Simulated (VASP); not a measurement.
Here is a VASP 6.6.1 calculation.

INCAR

```
SYSTEM = LiBeF3
  ALGO = Normal
  EDIFF = 1E-6
  ENCUT = 520
  GGA = PE
  ISIF = 2
  ISMEAR = 0
  LASPH = .TRUE.
  LCHARG = .FALSE.
  LREAL = .FALSE.
  LWAVE = .FALSE.
  NBANDS = 21
  NELM = 80
  PREC = Accurate
  SIGMA = 0.02
```

File KPOINTS:

```
k-points
0
G
  8 6 6
  0 0 0
```

Contents of POSCAR:

```
LiBeF3
1.0
    2.7532546220      0.0000000000      0.0000000000
    0.0000000000      2.6009262949      4.0019485240
    0.0000000000     -2.6009262949      4.0019485240
Li Be F
1 1 3
Direct
    0.5000000000      0.6926460730      0.6926460730
    0.0000000000      0.0544649456      0.0544649456
    0.0000000000      0.9064834870      0.4030302518
    0.0000000000      0.4030302518      0.9064834870
    0.5000000000      0.9427022155      0.9427022155
```

Potentials or basis: VASP PAW PBE potentials, release 64 (Li_sv, Be, F).

Run with:

```sh
$ cat potpaw_PBE.64/Li_sv/POTCAR potpaw_PBE.64/Be/POTCAR potpaw_PBE.64/F/POTCAR > POTCAR
$ mpirun -np 1 vasp_std > vasp.out
```

Estimate the band gap on the k mesh.

7.60 eV, indirect (least direct gap 7.64 eV).

Estimate the largest force.

0.033 eV/Å.

Forces on the atoms (eV/Å):
```
Li   0.000  0.000  0.017
Be   0.000  0.000 -0.015
F    0.000 -0.031  0.012
F    0.000  0.031  0.012
F    0.000  0.000 -0.027
```

 A k mesh can miss the band edges.
